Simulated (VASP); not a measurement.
Input of a VASP 6.6.1 run:

The input INCAR:

```
PREC = Accurate ; ENCUT = 520
EDIFF = 1E-6 ; ISMEAR = -1
SIGMA = 0.05 ; LREAL = False
LASPH = True ; NELM = 60
ALGO = Normal ; ISIF = 2
LWAVE = False ; LCHARG = False
NBANDS = 18
```

File KPOINTS:

```
Automatic mesh
0
Gamma
  11 11 6
```

File POSCAR:

```
Au
1.0
    2.9000000000      0.0000000000      0.0000000000
   -1.4500000000      2.5114736710      0.0000000000
    0.0000000000      0.0000000000      4.8800000000
Au
2
Direct
    0.6666666667      0.3333333333      0.2500000000
    0.3333333333      0.6666666667      0.7500000000
```

Potentials or basis: VASP PAW LDA potentials, release 64 (Au).

Run with:

```console
$ cat potpaw_LDA.64/Au/POTCAR > POTCAR
$ mpirun -np 1 vasp_std > vasp.out
```

Task: What does it give for the pressure?

Result: -10.4 GPa.

Task: Estimate the band gap on the k mesh.

Result: Zero (band 11 reaches 12.18 eV, above the bottom of band 12 at 6.01 eV).

Stress tensor (GPa, compression positive):
```
-10.33   0.00   0.00
  0.00 -10.33   0.00
  0.00   0.00 -10.55
```

Caveat: spin-orbit coupling is left out, which moves the levels of the heavy elements.
